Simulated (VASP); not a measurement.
# As (Cmce) in VASP: notebook, part 2 of 2

VASP 6.6.1. The steps go on from the part before.

### Step 3. Relaxation of cell and atoms, PBEsol

This run uses another cell than the first one, of 22.07 Å³/atom, 1.024 times its volume.

INCAR

```
SYSTEM = As
ALGO     = Normal         ! electronic algorithm
EDIFF    = 1E-6           ! SCF threshold, eV
EDIFFG   = -0.05          ! ionic threshold
ENCUT    = 600            ! plane-wave cutoff, eV
GGA      = PS             ! functional
IBRION   = 2              ! ionic algorithm
ISIF     = 3              ! what is computed and relaxed
ISMEAR   = 0              ! smearing method
LASPH    = .TRUE.         ! aspherical terms in the spheres
LCHARG   = .FALSE.        ! write CHGCAR
LREAL    = .FALSE.        ! projectors in reciprocal space
LWAVE    = .FALSE.        ! write WAVECAR
NELM     = 60             ! most SCF steps
NSW      = 80             ! ionic steps
PREC     = Accurate       ! precision mode
SIGMA    = 0.1            ! smearing width, eV
```

KPOINTS

```
k-points
0
G
  6 6 4
  0 0 0
```

POSCAR

```
As
1.0
    1.7782814480     -5.5162793954      0.0000000000
    1.7782814480      5.5162793954      0.0000000000
    0.0000000000      0.0000000000      4.4997442273
As
4
Direct
    0.1052825132      0.8947174868      0.9271258874
    0.6052825132      0.3947174868      0.5728741126
    0.8947174868      0.1052825132      0.0728741126
    0.3947174868      0.6052825132      0.4271258874
```

Potentials or basis: VASP PAW PBE potentials, release 64 (As).

Command:

```
> cat potpaw_PBE.64/As/POTCAR > POTCAR
> mpirun -np 1 vasp_std > vasp.out
```

OUTCAR:

```text
SYSTEM = As
   EDIFF = 1E-6
   EDIFFG = -0.05
   ENCUT = 600
   GGA = PS
   IBRION = 2
   ISIF = 3
   ISMEAR = 0
   LASPH = .TRUE.
   LREAL = .FALSE.
   NELM = 60
   NSW = 80
   PREC = Accurate

 ion  position               nearest neighbor table
   1  0.105  0.895  0.927-   2 2.39   2 2.39   3 2.41
   2  0.605  0.395  0.573-   1 2.39   1 2.39   4 2.41
   3  0.895  0.105  0.073-   4 2.39   4 2.39   1 2.41
   4  0.395  0.605  0.427-   3 2.39   3 2.39   2 2.41

  LATTYP: Found a base centered orthorhombic cell.
 ALAT       =     3.5565628960
 B/A-ratio  =     3.1020283103
 C/A-ratio  =     1.2651946159

  Lattice vectors:

 A1 = (   1.7782814480,  -5.5162793954,   0.0000000000)
 A2 = (   1.7782814480,   5.5162793954,   0.0000000000)
 A3 = (   0.0000000000,   0.0000000000,   4.4997442273)

Analysis of symmetry for initial positions (statically):
=====================================================================
 Subroutine PRICEL returns:
 Original cell was already a primitive cell.

 Routine SETGRP: Setting up the symmetry group for a
 base centered orthorhombic supercell.

 Subroutine GETGRP returns: Found  8 space group operations
 (whereof  4 operations were pure point group operations)
 out of a pool of  8 trial point group operations.

The static configuration has the point symmetry C_2h.
 The point group associated with its full space group is D_2h.

Analysis of symmetry for dynamics (positions and initial velocities):
=====================================================================
 Subroutine PRICEL returns:
 Original cell was already a primitive cell.

 Routine SETGRP: Setting up the symmetry group for a
 base centered orthorhombic supercell.

 Subroutine GETGRP returns: Found  8 space group operations
 (whereof  4 operations were pure point group operations)
 out of a pool of  8 trial point group operations.

The dynamic configuration has the point symmetry C_2h.
 The point group associated with its full space group is D_2h.

 Subroutine INISYM returns: Found  8 space group operations
 (whereof  4 operations are pure point group operations),
 and found     1 'primitive' translations

[... 155 lines left out ...]
  -------------------------------------------------------------------------------------
  Total        4.8322382      2.8795160      3.8277584      0.0000000     -0.0000000      0.0000000
  in kB       87.6989390     52.2595297     69.4689156      0.0000000     -0.0000000      0.0000000
  external PRESSURE =      69.8091281 kB  Pullay stress =       0.0000000 kB
[... 95 lines left out ...]
  FREE ENERGIE OF THE ION-ELECTRON SYSTEM (eV)
  ---------------------------------------------------
  free  energy   TOTEN  =       -20.2133254093 eV

  energy  without entropy=      -20.2130782717  energy(sigma->0) =      -20.21320184

 E-fermi :   4.4960     XC(G=0):  -9.8085

 val. band max:        4.3636176900   @ k =  -0.3333   0.3333   0.0000
 cond. band min:       4.6144402543   @ k =   0.5000   0.5000   0.0000
 fundamental gap:      0.2508225643
 Fermi energy:         4.4959955202

 k-point     1 :       0.0000    0.0000    0.0000
  band No.  band energies     occupation
      1     -10.2146      2.00000
      2      -7.5497      2.00000
      3      -4.7752      2.00000
      4      -1.5062      2.00000
      5      -1.4767      2.00000
      6       0.3615      2.00000
      7       1.3222      2.00000
      8       2.3562      2.00000
      9       2.4904      2.00000
     10       3.6070      2.00000
     11       6.2934      0.00000
     12       6.3562      0.00000
     13       6.8308      0.00000
     14       7.9150      0.00000
[... 379 lines left out ...]
      3      -5.4229      2.00000
      4      -3.5072      2.00000
      5      -0.3635      2.00000
      6       0.7490      2.00000
      7       1.7786      2.00000
      8       2.5620      2.00000
      9       3.3085      2.00000
     10       3.7197      2.00000
     11       5.2013      0.00000
     12       6.2778      0.00000
     13       6.6695      0.00000
     14       7.6275      0.00000

 [... further k-points ...]

[... ionic steps 4 to 9 ...]

--------------------------------------- Ionic step       10  -------------------------------------------

 number of electron      20.0000001 magnetization

------------------------ aborting loop because EDIFF is reached ----------------------------------------
[... 71 lines left out ...]
--------------------------------------- Ionic step       12  -------------------------------------------

 number of electron      19.9999999 magnetization

 Free energy of the ion-electron system (eV)
  ---------------------------------------------------
  ext. energy  EPLUGINS =         0.00000000
  ---------------------------------------------------
  free energy    TOTEN  =       -20.29789303 eV

  energy without entropy =      -20.29716730  energy(sigma->0) =      -20.29753017

 E-fermi :   4.8985     XC(G=0): -10.1362

 val. band max:        4.8175078450   @ k =  -0.3333   0.3333   0.0000
 cond. band min:       4.9460836643   @ k =   0.5000   0.5000   0.0000
 fundamental gap:      0.1285758193
 Fermi energy:         4.8985320825

 k-point     1 :       0.0000    0.0000    0.0000
  band No.  band energies     occupation
      1      -9.8018      2.00000
      2      -6.7548      2.00000
      3      -4.0036      2.00000
      4      -1.2244      2.00000
      5      -0.8022      2.00000
      6       0.8334      2.00000
      7       1.5353      2.00000
      8       2.6087      2.00000
      9       3.1617      2.00000
     10       4.3032      2.00000
     11       6.9535      0.00000
     12       7.5391      0.00000
     13       7.6882      0.00000
     14       8.7615      0.00000
[... 422 lines left out ...]
  FREE ENERGIE OF THE ION-ELECTRON SYSTEM (eV)
  ---------------------------------------------------
  free  energy   TOTEN  =       -20.2978930295 eV

  energy  without entropy=      -20.2971673019  energy(sigma->0) =      -20.29753017

 reached required accuracy - stopping structural energy minimisation
```

OSZICAR:

```text
N       E                     dE             d eps       ncg     rms          rms(c)
DAV:   1     0.801218107444E+02    0.80122E+02   -0.87315E+03  1092   0.133E+03
[... 94 lines left out ...]
       N       E                     dE             d eps       ncg     rms          rms(c)
DAV:   1    -0.202997547800E+02   -0.51603E-02   -0.31314E-01  1140   0.316E+00    0.272E-01
DAV:   2    -0.202989858282E+02    0.76895E-03   -0.14910E-02  1446   0.746E-01    0.163E-01
DAV:   3    -0.202979721689E+02    0.10137E-02   -0.15034E-03  1224   0.219E-01    0.475E-02
DAV:   4    -0.202978921360E+02    0.80033E-04   -0.25429E-04  1388   0.892E-02    0.226E-02
DAV:   5    -0.202978926961E+02   -0.56017E-06   -0.12115E-05  1200   0.228E-02    0.453E-03
DAV:   6    -0.202978930295E+02   -0.33337E-06   -0.10268E-06   756   0.673E-03
  12 F= -.20297893E+02 E0= -.20297530E+02  d E =-.546078E-02
```

Wall time 7.5 min (1 thread of Intel Xeon Platinum 8259CL at 2.50GHz (Skylake/Cascade Lake), shared host); peak memory 0.31 GiB.

Results:

* Free energy: -20.2979 eV
* Relaxed volume: 21.47 Å³/atom
* Relaxed cell: a = 5.731 Å, b = 5.731 Å, c = 4.193 Å, α = 90.00°, β = 90.00°, γ = 141.43°
* Space group after relaxing (to 0.05 Å): Cmce (No. 64)
* Energy gained by relaxing: 73.7 meV/atom
* Ionic steps: 12
* Pressure after relaxing: 0.1 GPa
* Largest force after relaxing: 0.031 eV/Å
* Band gap on the k mesh: 0.13 eV, indirect (least direct gap 0.46 eV)

Forces in eV/Å, atoms in the order of the input:
```
As   0.000  0.026  0.017
As   0.000  0.026 -0.017
As   0.000 -0.026 -0.017
As   0.000 -0.026  0.017
```

Stress tensor (GPa, compression positive):
```
-0.03  0.00  0.00
 0.00  0.26  0.00
 0.00  0.00  0.05
```

Step by step:
```tsv
step	energy change (eV)	largest force (eV/Å)	pressure (GPa)	volume (Å³)
1	0.0000	1.2955	6.98	88.28
2	-0.0316	0.7187	-5.79	101.13
3	-0.2101	0.1446	-0.64	94.56
4	-0.2101	0.1629	-0.52	94.43
5	-0.2222	0.1515	-0.50	93.68
6	-0.2521	0.1759	-0.37	91.40
7	-0.2735	0.3533	0.24	86.83
8	-0.2790	0.3142	0.22	86.48
9	-0.2884	0.2084	0.21	85.44
10	-0.2892	0.1721	0.23	85.02
11	-0.2913	0.1376	0.19	85.23
12	-0.2946	0.0311	0.09	85.86
```

Final structure:
```cif
data_structure
_symmetry_space_group_name_H-M 'P 1'
_symmetry_Int_Tables_number 1
_cell_length_a 5.7314
_cell_length_b 5.7314
_cell_length_c 4.1925
_cell_angle_alpha 90.000
_cell_angle_beta 90.000
_cell_angle_gamma 141.431
_cell_volume 85.86
loop_
_atom_site_label
_atom_site_type_symbol
_atom_site_fract_x
_atom_site_fract_y
_atom_site_fract_z
_atom_site_occupancy
As1 As 0.11281 0.88719 0.94795 1
As2 As 0.61281 0.38719 0.55205 1
As3 As 0.88719 0.11281 0.05205 1
As4 As 0.38719 0.61281 0.44795 1
```

Levels at points of the mesh, in eV from the valence-band top:
```tsv
k point	band 8	band 9	band 10	band 11	band 12	band 13
(0.00, 0.00, 0.00)	-2.21	-1.66	-0.51	2.14	2.72	2.87
(0.50, 0.00, 0.00)	-2.03	-1.75	-1.75	1.04	1.04	1.56
(0.50, 0.50, 0.00)	-1.51	-1.38	-0.33	0.13	2.20	2.50
(0.00, 0.00, 0.50)	-1.95	-0.41	-0.41	0.94	0.94	1.62
(0.50, 0.00, 0.50)	-4.55	-1.65	-1.65	2.17	2.17	5.69
(0.50, 0.50, 0.50)	-1.45	-0.98	-0.98	1.62	1.62	1.98
```

Caveat: the PAW data sets were made with another functional, which shifts forces and pressure a little; the relaxation stopped at a loose force limit of 0.05 eV/Å, so its end isn't a converged minimum. A k mesh can miss the band edges.

### Step 4. Single point, PBEsol

This run uses another cell than the first one, of 21.75 Å³/atom, 1.010 times its volume.

INCAR

```
SYSTEM = As
ALGO = Normal ; EDIFF = 1E-6
ENCUT = 520 ; GGA = PS
ISIF = 2 ; ISMEAR = 0
LASPH = .TRUE. ; LCHARG = .FALSE.
LREAL = .FALSE. ; LWAVE = .FALSE.
NBANDS = 18 ; NELM = 80
PREC = Accurate ; SIGMA = 0.1
```

KPOINTS

```
k-points
0
G
  12 12 10
  0 0 0
```

POSCAR

```
As
1.0
    1.8647883453     -5.4318385697      0.0000000000
    1.8647883453      5.4318385697      0.0000000000
    0.0000000000      0.0000000000      4.2943104644
As
4
Direct
    0.1119467478      0.8880532522      0.9440622239
    0.6119467478      0.3880532522      0.5559377761
    0.8880532522      0.1119467478      0.0559377761
    0.3880532522      0.6119467478      0.4440622239
```

Command:

```
> cat potpaw_PBE.64/As/POTCAR > POTCAR
> mpirun -np 1 vasp_std > vasp.out
```

Wall time 5.6 min (1 thread of Intel Xeon Platinum 8259CL at 2.50GHz (Skylake/Cascade Lake), shared host); peak memory 0.47 GiB.

Results (log left out):

| Property | Result |
| --- | --- |
| Free energy | -20.2530 eV |
| Pressure | 0.4 GPa |
| Largest force | 0.071 eV/Å |
| Band gap on the k mesh | zero (band 10 reaches 5.12 eV, above the bottom of band 11 at 4.70 eV) |

Forces on the atoms (eV/Å):
```
As   0.000 -0.054  0.046
As   0.000 -0.054 -0.046
As   0.000  0.054 -0.046
As   0.000  0.054  0.046
```

Stress tensor (GPa, compression positive):
```
0.38 0.00 0.00
0.00 0.50 0.00
0.00 0.00 0.38
```

Levels at points of the mesh, in eV from the Fermi level:
| k point | band 7 | band 8 | band 9 | band 10 | band 11 | band 12 | band 13 | band 14 |
| --- | --- | --- | --- | --- | --- | --- | --- | --- |
| (0.00, 0.00, 0.00) | -3.35 | -2.24 | -2.04 | -0.86 | 1.88 | 2.34 | 2.44 | 3.60 |
| (0.50, 0.00, 0.00) | -2.37 | -2.37 | -2.17 | -2.17 | 0.82 | 0.82 | 1.21 | 1.21 |
| (0.50, 0.50, 0.00) | -3.78 | -1.69 | -1.50 | -0.48 | 0.02 | 1.90 | 2.27 | 3.17 |
| (0.00, 0.00, 0.50) | -2.14 | -2.14 | -0.59 | -0.59 | 0.83 | 0.83 | 1.67 | 1.67 |
| (0.50, 0.00, 0.50) | -4.75 | -4.75 | -1.85 | -1.85 | 1.94 | 1.94 | 5.19 | 5.19 |
| (0.50, 0.50, 0.50) | -1.74 | -1.74 | -1.15 | -1.15 | 1.41 | 1.41 | 1.78 | 1.78 |

Caveat: the PAW data sets were made with another functional, which shifts forces and pressure a little.

### Step 5. Summary

```tsv
task	cell	k mesh	cutoff (eV)	gap on the mesh (eV)	pressure (GPa)	largest force (eV/Å)
single point	a = 5.759, b = 5.759, c = 4.182 Å, angles 90.0, 90.0, 141.6°, 4 atoms	6 × 6 × 4	520	0.12	0.3	0.09
relaxation of cell and atoms	relaxed from a = 5.796, b = 5.796, c = 4.500 Å, angles 90.0, 90.0, 144.3°, 4 atoms	6 × 6 × 4	600	0.13	0.1	0.03
single point	a = 5.743, b = 5.743, c = 4.294 Å, angles 90.0, 90.0, 142.1°, 4 atoms	12 × 12 × 10	520	none	0.4	0.07
```

Alike in all rows: level PBEsol; potentials or basis VASP PAW PBE potentials, release 64 (As); no spin polarisation; smearing gaussian 0.1 eV.

Caveats: the PAW data sets were made with another functional, which shifts forces and pressure a little; the relaxation stopped at a loose force limit of 0.05 eV/Å, so its end isn't a converged minimum (some runs).

Total energies depend on the potentials used, so only differences within one code and one set of settings carry meaning.
